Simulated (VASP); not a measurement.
Here is a VASP 6.6.1 calculation.

The input INCAR:

```
PREC = Accurate
ENCUT = 520
EDIFF = 1E-6
ISMEAR = 0
SIGMA = 0.05
LREAL = F
LASPH = T
NELM = 80
ALGO = Normal
ISIF = 2
LWAVE = F
LCHARG = F
LDIPOL = T
IDIPOL = 3
DIPOL = 0.5 0.5 0.500
GGA = PE
NBANDS = 28
```

The input KPOINTS:

```
Automatic mesh
0
Gamma
  8 8 1
```

Contents of POSCAR:

```
B5P4
1.0
    3.2161364064      0.0000000000      0.0000000000
    0.0000000000      3.2161364064      0.0000000000
    0.0000000000      0.0000000000     24.0966074486
B P
5 4
Direct
    0.5000000000      0.5000000000      0.3112471337
    0.0000000000      0.0000000000      0.4056235668
    0.5000000000      0.5000000000      0.5000000000
    0.0000000000      0.0000000000      0.5943764332
    0.5000000000      0.5000000000      0.6887528663
    0.5000000000      0.0000000000      0.3584353503
    0.0000000000      0.5000000000      0.4528117834
    0.5000000000      0.0000000000      0.5471882166
    0.0000000000      0.5000000000      0.6415646497
```

Potentials or basis: VASP PAW PBE potentials, release 64 (B, P).

The run is started by

```console
$ cat potpaw_PBE.64/B/POTCAR potpaw_PBE.64/P/POTCAR > POTCAR
$ mpirun -np 1 vasp_std > vasp.out
```

Task: Predict the band gap on the k mesh.

Result: Zero (an odd number of electrons rules out a gap without spin polarisation).

Task: Predict the largest force.

Result: 1.785 eV/Å.

Forces on the atoms (eV/Å):
```
B    0.000  0.000  1.785
B    0.000  0.000  0.127
B    0.000  0.000  0.000
B    0.000  0.000 -0.127
B    0.000  0.000 -1.785
P    0.000  0.000 -1.757
P    0.000  0.000 -0.188
P    0.000  0.000  0.188
P    0.000  0.000  1.757
```
